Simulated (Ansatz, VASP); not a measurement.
# Two plane-wave programs on ScAl3As4

The input INCAR:

```
SYSTEM = ScAl3As4
PREC = Accurate ; ENCUT = 520
EDIFF = 1E-6 ; ISMEAR = 0
SIGMA = 0.1 ; LREAL = .FALSE.
LASPH = .TRUE. ; NELM = 80
ALGO = Normal ; ISIF = 2
LWAVE = .FALSE. ; LCHARG = .FALSE.
GGA = PE ; NBANDS = 30
```

KPOINTS

```
regular mesh
0
G
  6 6 1
  0 0 0
```

POSCAR

```
ScAl3As4
1.0
    4.0896069469      0.0000000000      0.0000000000
   -2.0448034734      3.5417035075      0.0000000000
    0.0000000000      0.0000000000     13.6791737118
Sc Al As
1 3 4
Direct
    0.0000000000      1.0000000000      0.2474267772
    0.0000000000      1.0000000000      0.7482225223
    0.3333333333      0.6666666667      0.9894650901
    0.3333333333      0.6666666667      0.5065481126
    0.0000000000      0.0000000000      0.0506611693
    1.0000000000      1.0000000000      0.5655741998
    0.3333333333      0.6666666667      0.3258961629
    0.3333333333      0.6666666667      0.8070039457
```

Input for Ansatz:

```yaml
crystal:
  lattice:
    - [4.0896069469, 0.0, 0.0]
    - [-2.0448034734, 3.5417035075, 0.0]
    - [0.0, 0.0, 13.6791737118]
  atoms:
    - { symbol: Sc, position: [0.0, 1.0, 0.2474267772] }
    - { symbol: Al, position: [0.0, 1.0, 0.7482225223] }
    - { symbol: Al, position: [0.3333333333, 0.6666666667, 0.9894650901] }
    - { symbol: Al, position: [0.3333333333, 0.6666666667, 0.5065481126] }
    - { symbol: As, position: [0.0, 0.0, 0.0506611693] }
    - { symbol: As, position: [1.0, 1.0, 0.5655741998] }
    - { symbol: As, position: [0.3333333333, 0.6666666667, 0.3258961629] }
    - { symbol: As, position: [0.3333333333, 0.6666666667, 0.8070039457] }
basis:
  ecutwfc: 420
kpoints:
  mp_grid: { grid: [6, 6, 1] }
hamiltonian:
  xc: pbe
scf:
  occupations: { method: gaussian, width: 0.1 }
  lower_state_search: "off"
output:
  forces: true
  stress: true
  eigenvalues: true
```

Alike in both runs: task single point; functional PBE; k mesh 6 × 6 × 1; occupations gaussian, width 0.1 eV; no spin polarisation.

|  | VASP | Ansatz |
| --- | --- | --- |
| version | VASP 6.6.1 | Ansatz 0.2.0 |
| potentials or method | VASP PAW PBE potentials, release 64 (Sc_sv, Al, As), cutoff 520 eV | scalar-relativistic, plane waves, PAW |
| valence electrons in the cell | 40 | 80 |

```tsv
	VASP	Ansatz	Ansatz less VASP
gap on the k mesh at the Fermi level (eV)	1.31	1.32	+0.009
least direct gap on the mesh (eV)	1.59	1.60	+0.002
pressure (GPa)	0.2	0.0	-0.17
traceless stress, the component that is largest in VASP (GPa)	0.07	0.05	-0.012
rms of the force components (eV/Å)	0.017	0.018	+0.0005
```

Atom by atom the forces differ by 0.004 eV/Å (rms over components). The functional is the same, so the differences come from potentials, cutoffs and numerics. VASP's potentials hold 40 valence electrons a cell and Ansatz's 80, so a difference there can come from the potentials and not from the codes.

The k mesh is coarse, so the values compare programs but aren't converged.
